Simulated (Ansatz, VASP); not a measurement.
## Li2S in VASP and in Ansatz

Contents of INCAR:

```
SYSTEM = Li2S
PREC = Accurate
ENCUT = 750
EDIFF = 1E-6
ISMEAR = 0
SIGMA = 0.01
LREAL = .False.
LASPH = .True.
NELM = 120
ALGO = Normal
ISIF = 2
LWAVE = .False.
LCHARG = .True.
GGA = PE
LELF = .True.
LVHAR = .True.
NBANDS = 13
GGA_COMPAT = .False.
```

Contents of KPOINTS:

```
Automatic mesh
0
Gamma
  4 4 4
  0 0 0
```

POSCAR

```
Li2S
1.0
    0.0000000000      2.8452942165      2.8452942165
    2.8452942165      0.0000000000      2.8452942165
    2.8452942165      2.8452942165      0.0000000000
S Li
1 2
Direct
    0.0000000000      0.0000000000      0.0000000000
    0.2500000000      0.2500000000      0.2500000000
    0.7500000000      0.7500000000      0.7500000000
```

Input for Ansatz:

```yaml
crystal:
  lattice:
    - [0.0, 2.8452942165, 2.8452942165]
    - [2.8452942165, 0.0, 2.8452942165]
    - [2.8452942165, 2.8452942165, 0.0]
  atoms:
    - { symbol: S, position: [0.0, 0.0, 0.0] }
    - { symbol: Li, position: [0.25, 0.25, 0.25] }
    - { symbol: Li, position: [0.75, 0.75, 0.75] }
kpoints:
  mp_grid: { grid: [4, 4, 4] }
hamiltonian:
  xc: pbe
scf:
  occupations: { method: fixed }
  n_extra_bands: 4
output:
  forces: true
  stress: true
  eigenvalues: true
```

Alike in both runs: task single point; functional PBE; k mesh 4 × 4 × 4; no spin polarisation.

|  | VASP | Ansatz |
| --- | --- | --- |
| version | VASP 6.6.1 | Ansatz 0.2.0 |
| potentials or method | VASP PAW PBE potentials, release 64 (S, Li_sv) | plane waves |
| plane-wave cutoff (eV) | 750 | 420 |
| occupations | gaussian, width 0.01 eV | fixed |
| valence electrons in the cell | 12 | 12 |

```tsv
	VASP	Ansatz	Ansatz less VASP
gap on the k mesh at the Fermi level (eV)	3.38	3.38	+0.001
pressure (GPa)	0.3	0.4	+0.13
```

The k mesh is coarse, so the values compare programs but aren't converged.
